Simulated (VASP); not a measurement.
# Cu (Fm-3m) in VASP: further runs, part 2 of 2

VASP 6.6.1.

## (4) Single point, r2SCAN+D4

POSCAR reads:

```
Cu
1.0
    0.0000000000      1.8075000000      1.8075000000
    1.8075000000      0.0000000000      1.8075000000
    1.8075000000      1.8075000000      0.0000000000
Cu
1
Direct
    0.0000000000      0.0000000000      0.0000000000
```

INCAR.step1 reads:

```
  ALGO = Normal
  EDIFF = 1E-5
  ENCUT = 900
  GGA = PE
  GGA_COMPAT = False
  ISMEAR = -1
  LASPH = True
  LCHARG = False
  LREAL = False
  LWAVE = True
  NBANDS = 16
  NELM = 120
  PREC = Accurate
  SIGMA = 0.05
```

INCAR.step2 reads:

```
  ALGO = Normal
  EDIFF = 1E-6
  ENCUT = 900
  GGA_COMPAT = False
  ISIF = 2
  ISMEAR = -1
  ISTART = 1
  IVDW = 13
  LASPH = True
  LCHARG = False
  LMIXTAU = True
  LREAL = False
  LWAVE = False
  METAGGA = R2SCAN
  NBANDS = 16
  NELM = 120
  PREC = Accurate
  SIGMA = 0.05
  VDW_A1 = 0.51559235
  VDW_A2 = 5.77342911
  VDW_S6 = 1.0
  VDW_S8 = 0.6018749
```

KPOINTS reads:

```
k-points
0
Gamma
  13 13 13
```

Potentials or basis: VASP PAW PBE potentials, release 64 (Cu_sv_GW).

Command:

```bash
$ cat potpaw_PBE.64/Cu_sv_GW/POTCAR > POTCAR
$ cp INCAR.step1 INCAR
$ mpirun -np 1 vasp_std > vasp.out
$ cp INCAR.step2 INCAR
$ mpirun -np 1 vasp_std > vasp.out
```

OUTCAR:

```text
EDIFF = 1E-6
   ENCUT = 900
   ISIF = 2
   ISMEAR = -1
   ISTART = 1
   IVDW = 13
   LASPH = True
   LREAL = False
   METAGGA = R2SCAN
   NELM = 120
   PREC = Accurate

 ion  position               nearest neighbor table
   1  0.000  0.000  0.000-

  LATTYP: Found a face centered cubic cell.
 ALAT       =     3.6150000000

  Lattice vectors:

 A1 = (   0.0000000000,   1.8075000000,   1.8075000000)
 A2 = (   1.8075000000,   0.0000000000,   1.8075000000)
 A3 = (   1.8075000000,   1.8075000000,   0.0000000000)

Analysis of symmetry for initial positions (statically):
=====================================================================
 Subroutine PRICEL returns:
 Original cell was already a primitive cell.

 Routine SETGRP: Setting up the symmetry group for a
 face centered cubic supercell.

 Subroutine GETGRP returns: Found 48 space group operations
 (whereof 48 operations were pure point group operations)
 out of a pool of 48 trial point group operations.

The static configuration has the point symmetry O_h .

Analysis of symmetry for dynamics (positions and initial velocities):
=====================================================================
 Subroutine PRICEL returns:
 Original cell was already a primitive cell.

 Routine SETGRP: Setting up the symmetry group for a
 face centered cubic supercell.

 Subroutine GETGRP returns: Found 48 space group operations
 (whereof 48 operations were pure point group operations)
 out of a pool of 48 trial point group operations.

The dynamic configuration has the point symmetry O_h .

 Subroutine INISYM returns: Found 48 space group operations
 (whereof 48 operations are pure point group operations),
 and found     1 'primitive' translations

----------------------------------------------------------------------------------------

                                     Primitive cell

  volume of cell :      11.8104

  direct lattice vectors                    reciprocal lattice vectors
     0.000000000  1.807500000  1.807500000    -0.276625173  0.276625173  0.276625173
     1.807500000  0.000000000  1.807500000     0.276625173 -0.276625173  0.276625173
     1.807500000  1.807500000  0.000000000     0.276625173  0.276625173 -0.276625173

  length of vectors
     2.556191014  2.556191014  2.556191014     0.479128854  0.479128854  0.479128854

  position of ions in fractional coordinates (direct lattice)
     0.000000000  0.000000000  0.000000000

  ion indices of the primitive-cell ions
   primitive index   ion index
                 1           1

----------------------------------------------------------------------------------------

 KPOINTS: k-points

Automatic generation of k-mesh.
 Grid dimensions read from file:
 generate k-points for:   13   13   13

 Generating k-lattice:

  Cartesian coordinates                     Fractional coordinates (reciprocal lattice)
    -0.021278859  0.021278859  0.021278859     0.076923077  0.000000000  0.000000000
     0.021278859 -0.021278859  0.021278859     0.000000000  0.076923077  0.000000000
     0.021278859  0.021278859 -0.021278859     0.000000000  0.000000000  0.076923077

  Length of vectors
     0.036856066  0.036856066  0.036856066

  Shift w.r.t. Gamma in fractional coordinates (k-lattice)
     0.000000000  0.000000000  0.000000000

 Subroutine IBZKPT returns following result:
 ===========================================

 Found     84 irreducible k-points:

 Following reciprocal coordinates:
            Coordinates               Weight
  0.000000  0.000000  0.000000      1.000000
  0.076923  0.000000  0.000000      8.000000
  0.153846  0.000000  0.000000      8.000000
  0.230769  0.000000  0.000000      8.000000
  0.307692  0.000000  0.000000      8.000000
  0.384615  0.000000  0.000000      8.000000
[... 16 lines left out ...]
  0.384615  0.153846  0.000000     24.000000
  0.461538  0.153846  0.000000     24.000000
 [... further k-points ...]
   k-points           NKPTS =     84   k-points in BZ     NKDIM =     84   number of bands    NBANDS=     16
   number of dos      NEDOS =    301   number of ions     NIONS =      1
   total plane-waves  NPLWV =  21952
   dimension x,y,z NGX =    28 NGY =   28 NGZ =   28
   dimension x,y,z NGXF=    56 NGYF=   56 NGZF=   56
   ions per type =               1
   NGX,Y,Z   is equivalent  to a cutoff of  18.21, 18.21, 18.21 a.u.
   NGXF,Y,Z  is equivalent  to a cutoff of  36.42, 36.42, 36.42 a.u.
 SYSTEM =  unknown system
   PREC   = accura    normal or accurate (medium, high low for compatibility)
   ISTART =      1    job   : 0-new  1-cont  2-samecut
   ICHARG =      0    charge: 1-file 2-atom 10-const
   ISPIN  =      1    spin polarized calculation?
   LNONCOLLINEAR =      F non collinear calculations
   LSORBIT =      F    spin-orbit coupling
   LASPH  =      T    aspherical Exc in radial PAW
   ENCUT  =  900.0 eV  66.15 Ry    8.13 a.u.   6.25  6.25  6.25*2*pi/ulx,y,z
   NELM   =    120;   NELMIN=  2; NELMDL=  0     # of ELM steps
   EDIFF  = 0.1E-05   stopping-criterion for ELM
   LREAL  =      F    real-space projection
[... 7 lines left out ...]
   TEBEG  =    0.0;   TEEND  =   0.0 temperature during run
   PSTRESS=    0.0 pullay stress
   NELECT =      19.0000    total number of electrons
   NUPDOWN=      -1.0000    fix difference up-down
   EMIN   =  10.00;   EMAX   =-10.00  energy-range for DOS
   EFERMI =   0.00;   METHOD = LEGACY
   ISMEAR =    -1;   SIGMA  =   0.05  broadening in eV -4-tet -1-fermi 0-gaus
   EFERMI_NEDOS =   21; number of points for ismear=-14 and -15
   IALGO  =     38    algorithm
   IMIX   =      4    mixing-type and parameters
     AMIX     =   0.40;   BMIX     =  1.00
     AMIX_MAG =   1.60;   BMIX_MAG =  1.00
  volume/ion in A,a.u.               =      11.81        79.70
  Fermi-wavevector in a.u.,A,eV,Ry     =   1.918246  3.624960 50.064940  3.679669
  Thomas-Fermi vector in A             =   2.953290
   LORBIT       =      0    0 simple, 1 ext, 2 COOP (PROOUT), +10 PAW based schemes
   METAGGA = R2SCAN    functional components
   LHFCALC =     F    Hartree Fock is set to
   AEXX    =    0.0000 exact exchange contribution
   IVDW    =    13    specifies the selected vdW correction
   LEPSILON=     F    determine dielectric tensor
   LRPA    =     F    only Hartree local field effects (RPA)
 non-spin polarized calculation
  energy-cutoff  :      900.00
  volume of cell :       11.81
 maximum number of plane-waves:       742
 NGX is ok and might be reduce to    28
   NGX = 13   NGY = 13   NGZ = 13

 number of electron      18.9999997 magnetization

 Free energy of the ion-electron system (eV)
  ---------------------------------------------------
  ext. energy  EPLUGINS =         0.00000000
  ---------------------------------------------------
  free energy    TOTEN  =       -10.90220579 eV

  energy without entropy =      -10.89948089  energy(sigma->0) =      -10.90084334

 E-fermi :   7.5465     XC(G=0): -14.4622

 val. band max:        7.3556263767   @ k =   0.4615   0.2308   0.0000
 cond. band min:       7.5671865878   @ k =   0.4615   0.3077   0.0000
 fundamental gap:      0.2115602111
 Fermi energy:         7.5464790597

 k-point     1 :       0.0000    0.0000    0.0000
  band No.  band energies     occupation
      1    -109.0792      2.00000
      2     -64.8520      2.00000
      3     -64.8520      2.00000
      4     -64.8520      2.00000
      5      -2.3249      2.00000
      6       4.2687      2.00000
[... 8 lines left out ...]
     15      36.1352      0.00000
     16      36.1352      0.00000

 k-point     2 :       0.0769    0.0000    0.0000
  band No.  band energies     occupation
      1    -109.0784      2.00000
      2     -64.8583      2.00000
      3     -64.8529      2.00000
      4     -64.8529      2.00000
      5      -2.1021      2.00000
      6       4.2213      2.00000
[... 8 lines left out ...]
     15      37.1295      0.00000
     16      37.1295      0.00000
[... 387 lines left out ...]
      5       1.7383      2.00000
      6       3.7059      2.00000
[... 8 lines left out ...]
     15      38.0302      0.00000
     16      39.5384      0.00000

 k-point    24 :       0.4615    0.1538    0.0000
  band No.  band energies     occupation
      1    -109.0647      2.00000
      2     -64.9477      2.00000
      3     -64.8799      2.00000
      4     -64.8740      2.00000
      5       2.3932      2.00000
      6       3.8648      2.00000
[... 8 lines left out ...]
     15      38.7207      0.00000
     16      38.8343      0.00000

 [... further k-points ...]

------------------------ aborting loop because EDIFF is reached ----------------------------------------

  DFT-D4 for vdW energy calculation

  Edisp (eV):   -0.19351

  FORCE on cell =-STRESS in cart. coord.  units (eV):
  Direction    XX          YY          ZZ          XY          YZ          ZX
  --------------------------------------------------------------------------------------
  -------------------------------------------------------------------------------------
  Total      -0.51117    -0.51117    -0.51117    -0.00000     0.00000    -0.00000
  in kB     -69.34378   -69.34378   -69.34378    -0.00000     0.00000    -0.00000
  external pressure =      -69.34 kB  Pullay stress =        0.00 kB

 VOLUME and BASIS-vectors are now :
 -----------------------------------------------------------------------------
  energy-cutoff  :      900.00
  volume of cell :       11.81
      direct lattice vectors                 reciprocal lattice vectors
     0.000000000  1.807500000  1.807500000    -0.276625173  0.276625173  0.276625173
     1.807500000  0.000000000  1.807500000     0.276625173 -0.276625173  0.276625173
     1.807500000  1.807500000  0.000000000     0.276625173  0.276625173 -0.276625173

 POSITION                                       TOTAL-FORCE (eV/Angst)
 -----------------------------------------------------------------------------------
      0.00000      0.00000      0.00000        -0.000000      0.000000      0.000000
 -----------------------------------------------------------------------------------
    total drift:                               -0.000000     -0.000000     -0.000000

  FREE ENERGIE OF THE ION-ELECTRON SYSTEM (eV)
  ---------------------------------------------------
  free  energy   TOTEN  =       -11.0957193733 eV

  energy  without entropy=      -11.0929944770  energy(sigma->0) =      -11.09435693
```

Wall time 2 min (1 thread of Intel Xeon Platinum 8488C (Sapphire Rapids), shared host); peak memory 0.2 GiB.

What came out:

```
Free energy                : -11.0957 eV
Pressure                   : -6.9 GPa
Band gap on the k mesh     : zero (an odd number of electrons rules out a gap without spin polarisation)
Dispersion energy per atom : -0.194 eV
```

Caveat: the cell stands under tension; the PAW data sets were made with another functional, which shifts forces and pressure a little.

## (5) Single point, PBEsol

INCAR reads:

```
PREC = Accurate
ENCUT = 820
EDIFF = 1E-6
ISMEAR = -1
SIGMA = 0.1
LREAL = F
LASPH = T
NELM = 120
ALGO = Normal
ISIF = 2
LWAVE = F
LCHARG = F
GGA = PS
NBANDS = 16
GGA_COMPAT = F
```

KPOINTS reads:

```
Automatic mesh
0
Gamma
  11 11 11
```

POSCAR is that of step 4.

Command:

```bash
$ cat potpaw_PBE.64/Cu_sv_GW/POTCAR > POTCAR
$ mpirun -np 1 vasp_std > vasp.out
```

Wall time 10 s (1 thread of Intel Xeon Platinum 8375C at 2.90GHz (Ice Lake), shared host); peak memory 0.16 GiB.

The run converged. Its results:

- Free energy: -4.3859 eV
- Pressure: -7.6 GPa
- Band gap on the k mesh: zero (an odd number of electrons rules out a gap without spin polarisation)

Levels at points of the mesh, in eV from the Fermi level:
| k point | band 6 | band 7 | band 8 | band 9 | band 10 | band 11 | band 12 | band 13 | band 14 | band 15 |
| --- | --- | --- | --- | --- | --- | --- | --- | --- | --- | --- |
| (0.00, 0.00, 0.00) | -3.08 | -3.08 | -3.08 | -2.24 | -2.24 | 22.51 | 25.09 | 25.09 | 25.09 | 27.51 |

Caveat: the cell stands under tension; the PAW data sets were made with another functional, which shifts forces and pressure a little.

## (6) Single point, LDA

This run uses another cell than the first one, of 12.28 Å³/atom.

INCAR reads:

```
SYSTEM = Cu
PREC     = Accurate       ! precision mode
ENCUT    = 820            ! plane-wave cutoff, eV
EDIFF    = 1E-6           ! SCF threshold, eV
ISMEAR   = -1             ! smearing method
SIGMA    = 0.05           ! smearing width, eV
LREAL    = .FALSE.        ! projectors in reciprocal space
LASPH    = .TRUE.         ! aspherical terms in the spheres
NELM     = 120            ! most SCF steps
ALGO     = Normal         ! electronic algorithm
ISIF     = 2              ! what is computed and relaxed
LWAVE    = .FALSE.        ! write WAVECAR
LCHARG   = .FALSE.        ! write CHGCAR
NBANDS   = 16             ! bands
GGA_COMPAT= .FALSE.
```

KPOINTS reads:

```
regular mesh
0
G
  13 13 13
  0 0 0
```

POSCAR reads:

```
Cu
1.0
    0.0000000000      1.8312856224      1.8312856224
    1.8312856224      0.0000000000      1.8312856224
    1.8312856224      1.8312856224      0.0000000000
Cu
1
Direct
    0.0000000000      0.0000000000      0.0000000000
```

Potentials or basis: VASP PAW LDA potentials, release 64 (Cu_sv_GW).

Command:

```bash
$ cat potpaw_LDA.64/Cu_sv_GW/POTCAR > POTCAR
$ mpirun -np 1 vasp_std > vasp.out
```

Run time: 30 s. Hardware: 1 thread of AMD EPYC 7R43 (Zen 3), shared host; peak memory 0.13 GiB.

It converged, with:

| Quantity | Value |
| --- | --- |
| Free energy | -4.7848 eV |
| Pressure | -17.7 GPa |
| Band gap on the k mesh | zero (an odd number of electrons rules out a gap without spin polarisation) |

Levels at points of the mesh, in eV from the Fermi level:
| k point | band 8 | band 9 | band 10 | band 11 | band 12 | band 13 |
| --- | --- | --- | --- | --- | --- | --- |
| (0.00, 0.00, 0.00) | -3.10 | -2.30 | -2.30 | 22.23 | 24.35 | 24.35 |

Caveat: the cell stands under tension.

## (7) Overview

```csv
level,potentials or basis,cell,k mesh,cutoff (eV),smearing,gap on the mesh (eV),pressure (GPa)
LDA,"VASP PAW LDA potentials, release 64 (Cu_sv_GW)","a = 2.556 Å, angles 60.0°, 1 atom",13 × 13 × 13,820,fermi-dirac 0.05 eV,none,-13.4
LDA,"VASP PAW LDA potentials, release 64 (Cu_sv_GW)","a = 2.539 Å, angles 60.0°, 1 atom",13 × 13 × 13,820,fermi-dirac 0.05 eV,none,-10.8
r2SCAN+D4,"VASP PAW PBE potentials, release 64 (Cu_sv_GW)","a = 2.556 Å, angles 60.0°, 1 atom",13 × 13 × 13,900,fermi-dirac 0.05 eV,none,-6.9
PBEsol,"VASP PAW PBE potentials, release 64 (Cu_sv_GW)","a = 2.556 Å, angles 60.0°, 1 atom",11 × 11 × 11,820,fermi-dirac 0.1 eV,none,-7.6
LDA,"VASP PAW LDA potentials, release 64 (Cu_sv_GW)","a = 2.590 Å, angles 60.0°, 1 atom",13 × 13 × 13,820,fermi-dirac 0.05 eV,none,-17.7
```

Alike in all rows: task single point; no spin polarisation.

Caveats: the cell stands under tension; the PAW data sets were made with another functional, which shifts forces and pressure a little (at least some runs).

Absolute energies hang on the potentials; compare differences alone.

The gap in the log of VASP goes by the Fermi energy; the results here count the filled bands.